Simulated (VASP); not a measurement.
**SnTe: single point with RPBE**

The system is SnTe.

```
Sn Te
1.0
     0.00000    3.26525    3.26525
     3.26525    0.00000    3.26525
     3.26525    3.26525    0.00000
Sn Te
1 1
Direct
  0.50000 0.50000 0.50000
  0.00000 0.00000 0.00000
```

This cell differs from its parent crystal: volume scaled by 1.02.

| Property | Result |
| --- | --- |
| Program | VASP 6.6.1 |
| Task | single point |
| Functional | RPBE |
| Potentials or basis | VASP PAW PBE potentials, release 64 (Sn_d, Te) |
| Cutoff | 520 eV |
| k mesh | 6 × 6 × 6 |
| Occupations | gaussian, width 0.05 eV |
| Spin | no spin polarisation |
| Dipole correction | no |
| Further INCAR settings | ALGO = Normal; EDIFF = 1e-06; NBANDS = 17 |

```
Pressure               : -0.8 GPa
Band gap on the k mesh : 0.23 eV, direct
```

Levels at points of the mesh, in eV from the valence-band top:
| k point | band 7 | band 8 | band 9 | band 10 | band 11 | band 12 | band 13 | band 14 |
| --- | --- | --- | --- | --- | --- | --- | --- | --- |
| (0.00, 0.00, 0.00) | -4.91 | -1.77 | -1.77 | -1.77 | 3.24 | 3.24 | 3.24 | 5.05 |
| (0.50, 0.00, 0.00) | -7.68 | -1.47 | -1.47 | 0.00 | 0.23 | 0.64 | 0.64 | 7.73 |
| (0.50, 0.50, 0.00) | -6.26 | -4.74 | -3.15 | -3.15 | 2.73 | 4.54 | 4.54 | 5.76 |

Wall time 19 s on 1 thread of AMD EPYC 9R45 (Zen 5), with other jobs on the host, peak memory 0.17 GiB.

Caveat: the PAW data sets were made with another functional, which shifts forces and pressure a little; spin-orbit coupling is left out, which moves the levels of the heavy elements. A k mesh can miss the band edges.
